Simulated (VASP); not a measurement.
Runs of VASP 6.6.1 on Br. The structure is that of space group Fd-3m (No. 227), or close to it. The cells are those of the table. 

| task | cell | k mesh | cutoff (eV) | gap on the mesh (eV) | pressure (GPa) |
| --- | --- | --- | --- | --- | --- |
| relaxation of cell and atoms | relaxed from a = 4.582 Å, angles 60.0°, 2 atoms | 11 × 11 × 11 | 600 | none | 0.0 |
| single point | a = 4.952 Å, angles 60.0°, 2 atoms | 10 × 10 × 10 | 520 | none | 0.0 |
| single point | a = 4.928 Å, angles 60.0°, 2 atoms | 10 × 10 × 10 | 520 | none | 0.3 |
| single point | a = 4.977 Å, angles 60.0°, 2 atoms | 10 × 10 × 10 | 520 | none | (a) |
| single point | a = 4.952 Å, angles 60.0°, 2 atoms | 11 × 11 × 11 | 520 | none | 0.0 |

Alike in all rows: level PBE; potentials or basis VASP PAW PBE potentials, release 64 (Br); no spin polarisation; smearing fermi-dirac 0.05 eV.

Problem. Estimate the missing entries.

Solution. (a) -0.2.

A k mesh can miss the band edges, and the runs leave out spin-orbit coupling on Br.

A gap of «none» marks levels without a gap at the run's occupations.
